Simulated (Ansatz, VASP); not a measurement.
## Two plane-wave programs on BN

File INCAR:

```
PREC = Accurate ; ENCUT = 520
EDIFF = 1E-8 ; ISMEAR = -1
SIGMA = 0.03 ; LREAL = False
LASPH = True ; NELM = 60
ALGO = Normal ; ISIF = 2
LWAVE = False ; LCHARG = False
GGA = PE ; LEFG = True
NBANDS = 11
```

The input KPOINTS:

```
regular mesh
0
Gamma
  13 13 13
```

Contents of POSCAR:

```
BN
1.0
    0.0000000000      1.8075000000      1.8075000000
    1.8075000000      0.0000000000      1.8075000000
    1.8075000000      1.8075000000      0.0000000000
B N
1 1
Direct
    0.0000000000      0.0000000000      0.0000000000
    0.7500000000      0.7500000000      0.7500000000
```

Input for Ansatz:

```yaml
crystal:
  lattice:
    - [0.0, 1.8075, 1.8075]
    - [1.8075, 0.0, 1.8075]
    - [1.8075, 1.8075, 0.0]
  atoms:
    - { symbol: B, position: [0.0, 0.0, 0.0] }
    - { symbol: "N", position: [0.75, 0.75, 0.75] }
kpoints:
  mp_grid: { grid: [13, 13, 13] }
  band_path:
    path:
      - [0.0, 0.0, 0.0]
      - [-0.5, -0.5, 0.0]
      - [-0.375, -0.375, 0.25]
      - [-0.375, 0.0, 0.375]
      - [0.0, 0.0, 0.0]
      - [0.0, 0.0, 0.5]
      - [-0.5, -0.25, 0.25]
      - [-0.5, -0.5, 0.0]
    npoints: 8
scf:
  occupations: { method: fermi_dirac, width: 0.03 }
hamiltonian:
  xc: pbe
  pseudopotentials: { kind: paw }
output:
  forces: true
  stress: true
  eigenvalues: true
  efg: { contact_densities: true }
  populations: true
  bader: true
  dos: { projected: true, de: 0.2, e_range: [-14, 8] }
  write_density: true
  write_potential: true
  elf: true
  volumetric_format: npy
```

Alike in both runs: task electric field gradients; functional PBE; k mesh 13 × 13 × 13; occupations fermi-dirac, width 0.03 eV; no spin polarisation.

|  | VASP | Ansatz |
| --- | --- | --- |
| version | VASP 6.6.1 | Ansatz 0.2.0 |
| potentials or method | VASP PAW PBE potentials, release 64 (B, N) | PAW with Ansatz's default frozen-core files, scalar-relativistic |
| plane-wave cutoff (eV) | 520 | 420 |
| valence electrons in the cell | 8 | 8 |

```csv
,VASP,Ansatz,Ansatz less VASP
gap on the k mesh at the Fermi level (eV),4.53,4.55,+0.012
pressure (GPa),3.3,3.0,-0.27
```
